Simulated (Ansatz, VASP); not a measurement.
**Two plane-wave programs on CO**

Contents of INCAR:

```
PREC = Accurate
ENCUT = 600
EDIFF = 1E-6
ISMEAR = 0
SIGMA = 0.1
LREAL = F
LASPH = T
NELM = 120
ALGO = Normal
ISIF = 2
LWAVE = F
LCHARG = F
GGA = PE
NBANDS = 12
GGA_COMPAT = F
```

The input KPOINTS:

```
Automatic mesh
0
Gamma
  6 6 6
```

The input POSCAR:

```
CO
1.0
    0.0000000000      2.3004564749      2.3004564749
    2.3004564749      0.0000000000      2.3004564749
    2.3004564749      2.3004564749      0.0000000000
C O
1 1
Direct
    0.0000000000      0.0000000000      0.0000000000
    0.5000000000      0.5000000000      0.5000000000
```

Input for Ansatz:

```yaml
crystal:
  lattice:
    - [0.0, 2.3004564749, 2.3004564749]
    - [2.3004564749, 0.0, 2.3004564749]
    - [2.3004564749, 2.3004564749, 0.0]
  atoms:
    - { symbol: C, position: [0.0, 0.0, 0.0] }
    - { symbol: O, position: [0.5, 0.5, 0.5] }
basis:
  ecutwfc: 420
kpoints:
  mp_grid: { grid: [6, 6, 6] }
hamiltonian:
  xc: pbe
scf:
  occupations: { method: gaussian, width: 0.1 }
  lower_state_search: "off"
output:
  forces: true
  stress: true
  eigenvalues: true
```

Alike in both runs: task single point; functional PBE; k mesh 6 × 6 × 6; occupations gaussian, width 0.1 eV; no spin polarisation.

|  | VASP | Ansatz |
| --- | --- | --- |
| version | VASP 6.6.1 | Ansatz 0.2.0 |
| potentials or method | VASP PAW PBE potentials, release 64 (C, O), cutoff 600 eV | scalar-relativistic, plane waves, PAW |
| valence electrons in the cell | 10 | 10 |

```csv
,VASP,Ansatz,Ansatz less VASP
gap on the k mesh at the Fermi level (eV),0.04,0.03,-0.002
least direct gap on the mesh (eV),0.04,0.03,-0.002
```
